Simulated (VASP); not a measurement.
# InP in VASP: single point with PBEsol

Aim: the single point of InP with PBEsol.

Program: VASP 6.6.1. These are calculated values, not measurements. Logs are shortened: lines on timing, memory, paths and dates and some standing lists are left out, and cuts for length are marked.

### 1 The cell of the first run

The cell holds a slab with vacuum, 14 atoms: a = 4.157 Å, b = 5.878 Å, c = 27.470 Å, α = 90.00°, β = 90.00°, γ = 90.00°.

### 2 Single point, PBEsol

File INCAR:

```
SYSTEM = InP
PREC = Accurate
ENCUT = 520
EDIFF = 1E-6
ISMEAR = 0
SIGMA = 0.05
LREAL = .False.
LASPH = .True.
NELM = 100
ALGO = Normal
ISIF = 2
LWAVE = .False.
LCHARG = .False.
LDIPOL = .True.
IDIPOL = 3
DIPOL = 0.5 0.5 0.500
GGA = PS
NBANDS = 76
```

File KPOINTS:

```
Automatic mesh
0
Gamma
  8 6 1
  0 0 0
```

File POSCAR:

```
InP
1.0
    4.1565024010      0.0000000000      0.0000000000
    0.0000000000      5.8781820676      0.0000000000
    0.0000000000      0.0000000000     27.4695072031
In P
7 7
Direct
    0.5000000000      0.5000000000      0.2730300163
    0.0000000000      0.0000000000      0.3486866775
    0.5000000000      0.5000000000      0.4243433388
    0.0000000000      0.0000000000      0.5000000000
    0.5000000000      0.5000000000      0.5756566612
    0.0000000000      0.0000000000      0.6513133225
    0.5000000000      0.5000000000      0.7269699837
    0.0000000000      0.7500000000      0.2730300163
    0.5000000000      0.2500000000      0.3486866775
    0.0000000000      0.7500000000      0.4243433388
    0.5000000000      0.2500000000      0.5000000000
    0.0000000000      0.7500000000      0.5756566612
    0.5000000000      0.2500000000      0.6513133225
    0.0000000000      0.7500000000      0.7269699837
```

Potentials or basis: VASP PAW PBE potentials, release 64 (In_d, P).

Started as:

```bash
> cat potpaw_PBE.64/In_d/POTCAR potpaw_PBE.64/P/POTCAR > POTCAR
> mpirun -np 1 vasp_std > vasp.out
```

OUTCAR:

```text
SYSTEM = InP
   PREC = Accurate
   ENCUT = 520
   EDIFF = 1E-6
   ISMEAR = 0
   LREAL = .False.
   LASPH = .True.
   NELM = 100
   ISIF = 2
   GGA = PS

 ion  position               nearest neighbor table
   1  0.500  0.500  0.273-   9 2.55   8 2.55   8 2.55
   2  0.000  0.000  0.349-   8 2.55   9 2.55   9 2.55  10 2.55
   3  0.500  0.500  0.424-  11 2.55  10 2.55  10 2.55   9 2.55
   4  0.000  0.000  0.500-  10 2.55  12 2.55  11 2.55  11 2.55
   5  0.500  0.500  0.576-  11 2.55  12 2.55  12 2.55  13 2.55
   6  0.000  0.000  0.651-  14 2.55  13 2.55  13 2.55  12 2.55
   7  0.500  0.500  0.727-  13 2.55  14 2.55  14 2.55
   8  0.000  0.750  0.273-   2 2.55   1 2.55   1 2.55
   9  0.500  0.250  0.349-   1 2.55   2 2.55   2 2.55   3 2.55
  10  0.000  0.750  0.424-   4 2.55   3 2.55   3 2.55   2 2.55
  11  0.500  0.250  0.500-   3 2.55   5 2.55   4 2.55   4 2.55
  12  0.000  0.750  0.576-   4 2.55   5 2.55   5 2.55   6 2.55
  13  0.500  0.250  0.651-   7 2.55   6 2.55   6 2.55   5 2.55
  14  0.000  0.750  0.727-   6 2.55   7 2.55   7 2.55

  LATTYP: Found a simple orthorhombic cell.
 ALAT       =     4.1565024010
 B/A-ratio  =     1.4142135624
 C/A-ratio  =     6.6088034008

  Lattice vectors:

 A1 = (   4.1565024010,   0.0000000000,   0.0000000000)
 A2 = (   0.0000000000,   5.8781820676,   0.0000000000)
 A3 = (   0.0000000000,   0.0000000000,  27.4695072031)

Analysis of symmetry for initial positions (statically):
=====================================================================
 Subroutine PRICEL returns:
 Original cell was already a primitive cell.

 Routine SETGRP: Setting up the symmetry group for a
 simple orthorhombic supercell.

 Subroutine GETGRP returns: Found  4 space group operations
 (whereof  4 operations were pure point group operations)
 out of a pool of  8 trial point group operations.

The static configuration has the point symmetry C_2v.

Analysis of symmetry for dynamics (positions and initial velocities):
=====================================================================
 Subroutine PRICEL returns:
 Original cell was already a primitive cell.

 Routine SETGRP: Setting up the symmetry group for a
 simple orthorhombic supercell.

 Subroutine GETGRP returns: Found  4 space group operations
 (whereof  4 operations were pure point group operations)
 out of a pool of  8 trial point group operations.

The dynamic configuration has the point symmetry C_2v.

 Subroutine INISYM returns: Found  4 space group operations
 (whereof  4 operations are pure point group operations),
 and found     1 'primitive' translations

----------------------------------------------------------------------------------------

                                     Primitive cell

  volume of cell :     671.1536

  direct lattice vectors                    reciprocal lattice vectors
     4.156502401  0.000000000  0.000000000     0.240586893  0.000000000  0.000000000
     0.000000000  5.878182068  0.000000000     0.000000000  0.170120624  0.000000000
     0.000000000  0.000000000 27.469507203     0.000000000  0.000000000  0.036404002

  length of vectors
     4.156502401  5.878182068 27.469507203     0.240586893  0.170120624  0.036404002

  position of ions in fractional coordinates (direct lattice)
     0.500000000  0.500000000  0.273030016
     0.000000000  0.000000000  0.348686677
     0.500000000  0.500000000  0.424343339
     0.000000000  0.000000000  0.500000000
     0.500000000  0.500000000  0.575656661
     0.000000000  0.000000000  0.651313323
     0.500000000  0.500000000  0.726969984
     0.000000000  0.750000000  0.273030016
     0.500000000  0.250000000  0.348686677
     0.000000000  0.750000000  0.424343339
     0.500000000  0.250000000  0.500000000
     0.000000000  0.750000000  0.575656661
     0.500000000  0.250000000  0.651313323
     0.000000000  0.750000000  0.726969984

  ion indices of the primitive-cell ions
   primitive index   ion index
                 1           1
                 2           2
                 3           3
                 4           4
                 5           5
                 6           6
[... 23 lines left out ...]

  Length of vectors
     0.030073362  0.028353437  0.036404002

  Shift w.r.t. Gamma in fractional coordinates (k-lattice)
     0.000000000  0.000000000  0.000000000

 Subroutine IBZKPT returns following result:
 ===========================================

 Found     20 irreducible k-points:

 Following reciprocal coordinates:
            Coordinates               Weight
  0.000000  0.000000  0.000000      1.000000
  0.125000  0.000000  0.000000      2.000000
  0.250000  0.000000  0.000000      2.000000
  0.375000  0.000000  0.000000      2.000000
  0.500000  0.000000  0.000000      1.000000
  0.000000  0.166667  0.000000      2.000000
[... 12 lines left out ...]
  0.375000  0.500000  0.000000      2.000000
  0.500000  0.500000  0.000000      1.000000
   k-points           NKPTS =     20   k-points in BZ     NKDIM =     20   number of bands    NBANDS=     76
   number of dos      NEDOS =    301   number of ions     NIONS =     14
   total plane-waves  NPLWV = 322560
   dimension x,y,z NGX =    32 NGY =   48 NGZ =  210
   dimension x,y,z NGXF=    64 NGYF=   96 NGZF=  420
   ions per type =               7   7
   NGX,Y,Z   is equivalent  to a cutoff of  12.80, 13.58, 12.71 a.u.
   NGXF,Y,Z  is equivalent  to a cutoff of  25.60, 27.15, 25.42 a.u.
 SYSTEM =  InP
   PREC   = accura    normal or accurate (medium, high low for compatibility)
   ISTART =      0    job   : 0-new  1-cont  2-samecut
   ICHARG =      2    charge: 1-file 2-atom 10-const
   ISPIN  =      1    spin polarized calculation?
   LNONCOLLINEAR =      F non collinear calculations
   LSORBIT =      F    spin-orbit coupling
   LASPH  =      T    aspherical Exc in radial PAW
   ENCUT  =  520.0 eV  38.22 Ry    6.18 a.u.   7.73 10.93 51.08*2*pi/ulx,y,z
   NELM   =    100;   NELMIN=  2; NELMDL= -5     # of ELM steps
   EDIFF  = 0.1E-05   stopping-criterion for ELM
   LREAL  =      F    real-space projection
   EDIFFG = 0.1E-04   stopping-criterion for IOM
   NSW    =      0    number of steps for IOM
   IBRION =     -1    ionic relax: 0-MD 1-quasi-New 2-CG
   NFREE  =      0    steps in history (QN), initial steepest desc. (CG)
   ISIF   =      2    stress and relaxation
   ISYM   =      2    0-nonsym 1-usesym 2-fastsym
   POTIM  = 0.5000    time-step for ionic-motion
   TEBEG  =    0.0;   TEEND  =   0.0 temperature during run
   PSTRESS=    0.0 pullay stress
   NELECT =     126.0000    total number of electrons
   NUPDOWN=      -1.0000    fix difference up-down
   EMIN   =  10.00;   EMAX   =-10.00  energy-range for DOS
   EFERMI =   0.00;   METHOD = LEGACY
   ISMEAR =     0;   SIGMA  =   0.05  broadening in eV -4-tet -1-fermi 0-gaus
   EFERMI_NEDOS =   21; number of points for ismear=-14 and -15
   IALGO  =     38    algorithm
   IMIX   =      4    mixing-type and parameters
     AMIX     =   0.40;   BMIX     =  1.00
     AMIX_MAG =   1.60;   BMIX_MAG =  1.00
  volume/ion in A,a.u.               =      47.94       323.51
  Fermi-wavevector in a.u.,A,eV,Ry     =   0.937399  1.771427 11.955662  0.878716
  Thomas-Fermi vector in A             =   2.064506
   LORBIT       =      0    0 simple, 1 ext, 2 COOP (PROOUT), +10 PAW based schemes
   GGA     = PS    functional components
   LHFCALC =     F    Hartree Fock is set to
   AEXX    =    0.0000 exact exchange contribution
   IVDW    =     0    specifies the selected vdW correction
   LEPSILON=     F    determine dielectric tensor
   LRPA    =     F    only Hartree local field effects (RPA)
 non-spin polarized calculation
 Gauss-broadening in eV      SIGMA  =   0.05
  energy-cutoff  :      520.00
  volume of cell :      671.15
 maximum number of plane-waves:     18160
 NGX is ok and might be reduce to    32
   NGX = 15   NGY = 21   NGZ =103

 dipolmoment           0.000000      0.000000     -0.000000 electrons x Angstroem

 number of electron     125.9999982 magnetization

 dipolmoment           0.000000      0.000000      0.000000 electrons x Angstroem

 Free energy of the ion-electron system (eV)
  ---------------------------------------------------
  ext. energy  EPLUGINS =         0.00000000
  ---------------------------------------------------
  free energy    TOTEN  =       -60.74815048 eV

  energy without entropy =      -60.74815048  energy(sigma->0) =      -60.74815048

 E-fermi :   0.5957     XC(G=0):  -5.5296

 val. band max:        0.4166465933   @ k =   0.0000   0.1667   0.0000
 cond. band min:       0.7693829706   @ k =   0.0000   0.0000   0.0000
 fundamental gap:      0.3527363773
 Fermi energy:         0.5957083487

 k-point     1 :       0.0000    0.0000    0.0000
  band No.  band energies     occupation
      1     -13.9874      2.00000
      2     -13.9811      2.00000
      3     -13.9529      2.00000
      4     -13.9274      2.00000
      5     -13.9273      2.00000
      6     -13.8946      2.00000
[... 1549 lines left out ...]
     74       4.7419      0.00000
     75       4.7743      0.00000
 [bands above 75 left out]

------------------------ aborting loop because EDIFF is reached ----------------------------------------

 vacuum level on the upper side and lower side of the slab       (xc-potential included)        -0.133        -0.133

  FORCE on cell =-STRESS in cart. coord.  units (eV):
  Direction    XX          YY          ZZ          XY          YZ          ZX
  --------------------------------------------------------------------------------------
  -------------------------------------------------------------------------------------
  Total       -2.6106552     -2.8387603      0.7545696      0.0000000      0.0000000      0.0000000
  in kB       -6.2321539     -6.7766862      1.8013079      0.0000000      0.0000000      0.0000000
  external PRESSURE =      -3.7358441 kB  Pullay stress =       0.0000000 kB

 VOLUME and BASIS-vectors are now :
 -----------------------------------------------------------------------------
  energy-cutoff  :      520.00
  volume of cell :      671.15
      direct lattice vectors                 reciprocal lattice vectors
     4.156502401  0.000000000  0.000000000     0.240586893  0.000000000  0.000000000
     0.000000000  5.878182068  0.000000000     0.000000000  0.170120624  0.000000000
     0.000000000  0.000000000 27.469507203     0.000000000  0.000000000  0.036404002

 POSITION                                       TOTAL-FORCE (eV/Angst)
 -----------------------------------------------------------------------------------
      2.07825      2.93909      7.50000        -0.000000      1.096993      1.134322
      0.00000      0.00000      9.57825        -0.000000     -0.331121      0.106854
      2.07825      2.93909     11.65650         0.000000      0.269559      0.080419
      0.00000      0.00000     13.73475        -0.000000     -0.144330      0.000000
      2.07825      2.93909     15.81300         0.000000      0.269559     -0.080419
      0.00000      0.00000     17.89126        -0.000000     -0.331121     -0.106854
      2.07825      2.93909     19.96951        -0.000000      1.096993     -1.134322
      0.00000      4.40864      7.50000        -0.000000     -0.328002     -1.113612
      2.07825      1.46955      9.57825        -0.000000     -0.547690     -0.329841
      0.00000      4.40864     11.65650        -0.000000     -0.037646      0.096726
      2.07825      1.46955     13.73475        -0.000000     -0.099854      0.000000
      0.00000      4.40864     15.81300        -0.000000     -0.037646     -0.096726
      2.07825      1.46955     17.89126        -0.000000     -0.547690      0.329841
      0.00000      4.40864     19.96951        -0.000000     -0.328002      1.113612
 -----------------------------------------------------------------------------------
    total drift:                                0.000000      0.000373     -0.000000

  FREE ENERGIE OF THE ION-ELECTRON SYSTEM (eV)
  ---------------------------------------------------
  free  energy   TOTEN  =       -60.7481504834 eV

  energy  without entropy=      -60.7481504765  energy(sigma->0) =      -60.74815048

 vacuum level on the upper side and lower side of the slab         5.077         5.077
```

Wall time 37 min (1 thread of AMD EPYC 9R45 (Zen 5), shared host); peak memory 1 GiB.

What came out:

* Free energy: -60.7482 eV
* Largest force: 1.578 eV/Å
* Band gap on the k mesh: 0.35 eV, indirect (least direct gap 0.39 eV)

Forces in eV/Å, atoms in the order of the input:
```
In   0.000  1.097  1.134
In   0.000 -0.331  0.107
In   0.000  0.270  0.080
In   0.000 -0.144  0.000
In   0.000  0.270 -0.080
In   0.000 -0.331 -0.107
In   0.000  1.097 -1.134
P    0.000 -0.328 -1.114
P    0.000 -0.548 -0.330
P    0.000 -0.038  0.097
P    0.000 -0.100  0.000
P    0.000 -0.038 -0.097
P    0.000 -0.548  0.330
P    0.000 -0.328  1.114
```

Caveat: the PAW data sets were made with another functional, which shifts forces and pressure a little; spin-orbit coupling is left out, which moves the levels of the heavy elements.
